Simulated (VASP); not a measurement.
# P (R-3m) in VASP: a series of runs

P is run at these levels: r2SCAN; tasks: single point.

Program: VASP 6.6.1. These are calculated values, not measurements. Logs are shortened: lines on timing, memory, paths and dates and some standing lists are left out, and cuts for length are marked.

## Step 1: The cell of the first run

Symmetry: R-3m, No. 166, trigonal system. Conventional cell: a = 3.428 Å, b = 3.428 Å, c = 9.326 Å, α = 90.00°, β = 90.00°, γ = 120.00°. P (site symmetry 3m) has 6 P at 2.28 to 2.80 Å within 3.0 Å.

## Step 2: Single point, r2SCAN, collinear spin

Contents of POSCAR:

```
P
1.0
    1.7141427808      0.9896607960      3.1086748154
   -1.7141427808      0.9896607960      3.1086748154
    0.0000000000     -1.9793215919      3.1086748154
P
2
Direct
    0.7729197500      0.7729197500      0.7729197500
    0.2270802500      0.2270802500      0.2270802500
```

Contents of INCAR.step1:

```
PREC = Accurate ; ENCUT = 520
ISMEAR = 0 ; SIGMA = 0.1
LREAL = F ; LASPH = T
NELM = 150 ; ISPIN = 2
MAGMOM = -0.06 -0.27 ; NBANDS = 16
GGA = PE ; ALGO = Normal
EDIFF = 1E-4 ; LWAVE = T
LCHARG = F
```

Contents of INCAR.step2:

```
PREC = Accurate ; ENCUT = 520
EDIFF = 1E-7 ; ISMEAR = 0
SIGMA = 0.1 ; LREAL = F
LASPH = T ; NELM = 150
ALGO = Normal ; ISIF = 2
LWAVE = F ; LCHARG = F
ISPIN = 2 ; MAGMOM = -0.06 -0.27
LORBIT = 11 ; METAGGA = R2SCAN
LMIXTAU = T ; NBANDS = 16
ISTART = 1
```

Contents of KPOINTS:

```
regular mesh
0
Gamma
  9 9 9
```

Potentials or basis: VASP PAW PBE potentials, release 64 (P).

Run with:

```bash
> cat potpaw_PBE.64/P/POTCAR > POTCAR
> cp INCAR.step1 INCAR
> mpirun -np 1 vasp_std > vasp.out
> cp INCAR.step2 INCAR
> mpirun -np 1 vasp_std > vasp.out
```

OUTCAR:

```text
PREC = Accurate
   ENCUT = 520
   EDIFF = 1E-7
   ISMEAR = 0
   LREAL = F
   LASPH = T
   NELM = 150
   ISIF = 2
   ISPIN = 2
   LORBIT = 11
   METAGGA = R2SCAN
   ISTART = 1

 ion  position               nearest neighbor table
   1  0.773  0.773  0.773-   2 2.28   2 2.28   2 2.28   2 2.80   2 2.80   2 2.80
   2  0.227  0.227  0.227-   1 2.28   1 2.28   1 2.28   1 2.80   1 2.80   1 2.80

  LATTYP: Found a trigonal (rhomboedric) cell.
 ALAT       =     3.6853185849
 COS(alpha) =     0.5673129383

  Lattice vectors:

 A1 = (   1.7141427808,   0.9896607960,   3.1086748154)
 A2 = (  -1.7141427808,   0.9896607960,   3.1086748154)
 A3 = (   0.0000000000,  -1.9793215919,   3.1086748154)

Analysis of symmetry for initial positions (statically):
=====================================================================
 Subroutine PRICEL returns:
 Original cell was already a primitive cell.

 Routine SETGRP: Setting up the symmetry group for a
 trigonal (rhombohedral) supercell.

 Subroutine GETGRP returns: Found 12 space group operations
 (whereof 12 operations were pure point group operations)
 out of a pool of 12 trial point group operations.

The static configuration has the point symmetry D_3d.

Analysis of symmetry for dynamics (positions and initial velocities):
=====================================================================
 Subroutine PRICEL returns:
 Original cell was already a primitive cell.

 Routine SETGRP: Setting up the symmetry group for a
 trigonal (rhombohedral) supercell.

 Subroutine GETGRP returns: Found 12 space group operations
 (whereof 12 operations were pure point group operations)
 out of a pool of 12 trial point group operations.

The dynamic configuration has the point symmetry D_3d.

Analysis of structural, dynamic, and magnetic symmetry:
=====================================================================
 Subroutine PRICEL returns:
 Original cell was already a primitive cell.

 Routine SETGRP: Setting up the symmetry group for a
 trigonal (rhombohedral) supercell.

 Subroutine GETGRP returns: Found  6 space group operations
 (whereof  6 operations were pure point group operations)
 out of a pool of 12 trial point group operations.

The overall configuration has the point symmetry C_3v.

 Subroutine INISYM returns: Found  6 space group operations
 (whereof  6 operations are pure point group operations),
 and found     1 'primitive' translations

----------------------------------------------------------------------------------------
[... 118 lines left out ...]
   METAGGA = R2SCAN    functional components
   LHFCALC =     F    Hartree Fock is set to
   AEXX    =    0.0000 exact exchange contribution
   IVDW    =     0    specifies the selected vdW correction
   LEPSILON=     F    determine dielectric tensor
   LRPA    =     F    only Hartree local field effects (RPA)
 spin polarized calculation
 Gauss-broadening in eV      SIGMA  =   0.10
  energy-cutoff  :      520.00
  volume of cell :       31.64
 maximum number of plane-waves:       867
   NGX = 13   NGY = 13   NGZ = 13

 number of electron      10.0000000 magnetization      -0.0000008

 number of electron      10.0000000 magnetization       0.0000004

 Free energy of the ion-electron system (eV)
  ---------------------------------------------------
  ext. energy  EPLUGINS =         0.00000000
  ---------------------------------------------------
  free energy    TOTEN  =       -17.77572331 eV

  energy without entropy =      -17.77389815  energy(sigma->0) =      -17.77481073

 E-fermi :   9.4532     XC(G=0): -11.3887

 val. band max:        9.3535349562   @ k =   0.2222   0.2222   0.2222
 cond. band min:       9.4929033790   @ k =   0.4444   0.4444  -0.0000
 fundamental gap:      0.1393684229
 Fermi energy:         9.4531757493

 spin component 1

 k-point     1 :       0.0000    0.0000    0.0000
  band No.  band energies     occupation
      1      -8.3282      1.00000
      2       5.7827      1.00000
      3       5.7960      1.00000
      4       6.0638      1.00000
      5       6.0638      1.00000
      6      10.8126      0.00000
[... 435 lines left out ...]
      5       3.5805      1.00000
      6       9.4929      0.28711
[... 8 lines left out ...]
     15      24.7145      0.00000
     16      26.5116      0.00000

 [... further k-points ...]

 spin component 2

 k-point     1 :       0.0000    0.0000    0.0000
  band No.  band energies     occupation
      1      -8.3282      1.00000
      2       5.7827      1.00000
      3       5.7960      1.00000
      4       6.0638      1.00000
      5       6.0638      1.00000
      6      10.8126      0.00000
[... 435 lines left out ...]
      5       3.5805      1.00000
      6       9.4929      0.28711
[... 8 lines left out ...]
     15      24.7145      0.00000
     16      26.5116      0.00000

 [... further k-points ...]

------------------------ aborting loop because EDIFF is reached ----------------------------------------

  FORCE on cell =-STRESS in cart. coord.  units (eV):
  Direction    XX          YY          ZZ          XY          YZ          ZX
  --------------------------------------------------------------------------------------
  -------------------------------------------------------------------------------------
  Total        0.4977673      0.4977673      0.2491918     -0.0000000      0.0000000      0.0000000
  in kB       25.2044370     25.2044370     12.6178252     -0.0000000      0.0000000      0.0000000
  external PRESSURE =      21.0088997 kB  Pullay stress =       0.0000000 kB

 VOLUME and BASIS-vectors are now :
 -----------------------------------------------------------------------------
  energy-cutoff  :      520.00
  volume of cell :       31.64
      direct lattice vectors                 reciprocal lattice vectors
     1.714142781  0.989660796  3.108674815     0.291690987  0.168407870  0.107226826
    -1.714142781  0.989660796  3.108674815    -0.291690987  0.168407870  0.107226826
     0.000000000 -1.979321592  3.108674815     0.000000000 -0.336815740  0.107226826

 POSITION                                       TOTAL-FORCE (eV/Angst)
 -----------------------------------------------------------------------------------
      0.00000      0.00000      7.20827         0.000000     -0.000000     -0.071174
      0.00000      0.00000      2.11776         0.000000      0.000000      0.071174
 -----------------------------------------------------------------------------------
    total drift:                                0.000000     -0.000000      0.000000

  FREE ENERGIE OF THE ION-ELECTRON SYSTEM (eV)
  ---------------------------------------------------
  free  energy   TOTEN  =       -17.7757233080 eV

  energy  without entropy=      -17.7738981471  energy(sigma->0) =      -17.77481073

 total charge

# of ion       s       p       d       tot
------------------------------------------
    1        1.079   1.357   0.000   2.436
    2        1.079   1.357   0.000   2.436
--------------------------------------------------
tot          2.158   2.715   0.000   4.873

 magnetization (x)

# of ion       s       p       d       tot
------------------------------------------
    1        0.000   0.000   0.000   0.000
    2       -0.000  -0.000   0.000  -0.000
--------------------------------------------------
tot          0.000   0.000   0.000   0.000
```

OSZICAR.step1:

```text
N       E                     dE             d eps       ncg     rms          rms(c)
DAV:   1     0.208091858607E+02    0.20809E+02   -0.40978E+03  5448   0.511E+02
DAV:   2    -0.964713779760E+01   -0.30456E+02   -0.28784E+02  7432   0.101E+02
DAV:   3    -0.106578027801E+02   -0.10107E+01   -0.10086E+01  6848   0.165E+01
DAV:   4    -0.106622077292E+02   -0.44049E-02   -0.44047E-02  7008   0.135E+00
DAV:   5    -0.106622346475E+02   -0.26918E-04   -0.26919E-04  6968   0.103E-01    0.723E+00
DAV:   6    -0.106542791025E+02    0.79555E-02   -0.13999E-02  7088   0.529E-01    0.429E+00
DAV:   7    -0.106423086464E+02    0.11970E-01   -0.16760E-02  6672   0.643E-01    0.648E-01
DAV:   8    -0.106442862450E+02   -0.19776E-02   -0.20364E-03  6456   0.248E-01    0.158E-01
DAV:   9    -0.106443427761E+02   -0.56531E-04   -0.10597E-04  5936   0.527E-02
   1 F= -.10644343E+02 E0= -.10643704E+02  d E =-.127750E-02  mag=     0.0005
```

Wall time 8.3 min (1 thread of Oxide Virtual Turin-like, shared host); peak memory 0.18 GiB.

What came out:

```yaml
Free_energy: -17.7757 eV
Pressure: 2.1 GPa
Largest_force: 0.071 eV/Å
Band_gap_on_the_k_mesh: zero (filled and empty bands overlap)
Net_moment: 0.00 μB per cell
Valence_electrons_inside_the_program's_atomic_spheres: P 2.44
```

Forces on the atoms (eV/Å):
```
P    0.000  0.000 -0.071
P    0.000  0.000  0.071
```

Caveat: the PAW data sets were made with another functional, which shifts forces and pressure a little.

## Step 3: Single point, r2SCAN, collinear spin

This run uses another cell than the first one, of 16.14 Å³/atom.

Contents of POSCAR:

```
P
1.0
    1.7257251780      0.9963478961      3.1296800121
   -1.7257251780      0.9963478961      3.1296800121
    0.0000000000     -1.9926957921      3.1296800121
P
2
Direct
    0.7729197500      0.7729197500      0.7729197500
    0.2270802500      0.2270802500      0.2270802500
```

Contents of INCAR.step1:

```
PREC = Accurate
ENCUT = 520
ISMEAR = 0
SIGMA = 0.1
LREAL = False
LASPH = True
NELM = 150
ISPIN = 2
MAGMOM = -0.06 -0.27
NBANDS = 16
GGA = PE
ALGO = Normal
EDIFF = 1E-4
LWAVE = True
LCHARG = False
```

Contents of INCAR.step2:

```
PREC = Accurate
ENCUT = 520
EDIFF = 1E-6
ISMEAR = 0
SIGMA = 0.1
LREAL = False
LASPH = True
NELM = 150
ALGO = Normal
ISIF = 2
LWAVE = False
LCHARG = False
ISPIN = 2
MAGMOM = -0.06 -0.27
LORBIT = 11
METAGGA = R2SCAN
LMIXTAU = True
NBANDS = 16
ISTART = 1
```

Contents of KPOINTS:

```
Automatic mesh
0
Gamma
  9 9 9
```

Potentials or basis: VASP PAW PBE potentials, release 64 (P).

Run with:

```bash
> cat potpaw_PBE.64/P/POTCAR > POTCAR
> cp INCAR.step1 INCAR
> mpirun -np 1 vasp_std > vasp.out
> cp INCAR.step2 INCAR
> mpirun -np 1 vasp_std > vasp.out
```

It took 7.9 min on 1 thread of Oxide Virtual Turin-like, shared host; peak memory 0.18 GiB.

The run converged. Its results:

```
Free energy                                           : -17.7805 eV
Pressure                                              : 0.2 GPa
Largest force                                         : 0.050 eV/Å
Band gap on the k mesh                                : zero (filled and empty bands overlap)
Net moment                                            : 0.00 μB per cell
Valence electrons inside the program's atomic spheres : P 2.43
```

Forces on the atoms (eV/Å):
```
P    0.000  0.000  0.050
P    0.000  0.000 -0.050
```

Stress tensor (GPa, compression positive):
```
 0.31  0.00  0.00
 0.00  0.31  0.00
 0.00  0.00 -0.06
```

Levels at points of the mesh, in eV from the Fermi level:
Spin up:
| k point | band 3 | band 4 | band 5 | band 6 | band 7 | band 8 |
| --- | --- | --- | --- | --- | --- | --- |
| (0.00, 0.00, 0.00) | -3.60 | -3.36 | -3.36 | 1.33 | 2.62 | 2.62 |
Spin down:
| k point | band 1 | band 2 | band 3 | band 4 | band 5 | band 6 | band 7 | band 8 | band 9 | band 10 |
| --- | --- | --- | --- | --- | --- | --- | --- | --- | --- | --- |
| (0.00, 0.00, 0.00) | -17.58 | -3.82 | -3.60 | -3.36 | -3.36 | 1.33 | 2.62 | 2.62 | 5.98 | 5.98 |

Caveat: the PAW data sets were made with another functional, which shifts forces and pressure a little.

The gap in the log of VASP goes by the Fermi energy; the results here count the filled bands.